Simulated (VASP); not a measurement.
Input of a VASP 6.6.1 run:

File INCAR:

```
SYSTEM = Co
AGGAC = 1.0
AGGAX = 1.0
ALDAC = 0.0
ALDAX = 1.0
ALGO = Normal
EDIFF = 1E-6
ENCUT = 520
GGA = B5
ISIF = 2
ISMEAR = -1
LASPH = .TRUE.
LCHARG = .FALSE.
LREAL = .FALSE.
LWAVE = .FALSE.
NBANDS = 10
NELM = 60
PREC = Accurate
SIGMA = 0.1
```

The input KPOINTS:

```
k-points
0
G
  18 18 18
  0 0 0
```

POSCAR

```
Co
1.0
   -1.3451712529      1.3451712529      1.3451712529
    1.3451712529     -1.3451712529      1.3451712529
    1.3451712529      1.3451712529     -1.3451712529
Co
1
Direct
    0.0000000000      0.0000000000      0.0000000000
```

Potentials or basis: VASP PAW PBE potentials, release 64 (Co).

Launch:

```console
$ cat potpaw_PBE.64/Co/POTCAR > POTCAR
$ mpirun -np 1 vasp_std > vasp.out
```

Q: What does it give for the pressure?

A: 35.0 GPa.

Caveat: the PAW data sets were made with another functional, which shifts forces and pressure a little; the run has no spin polarisation, though such a crystal can be magnetic. Spin polarisation is off, so any magnetic state and its effect on volume and gap are missing.
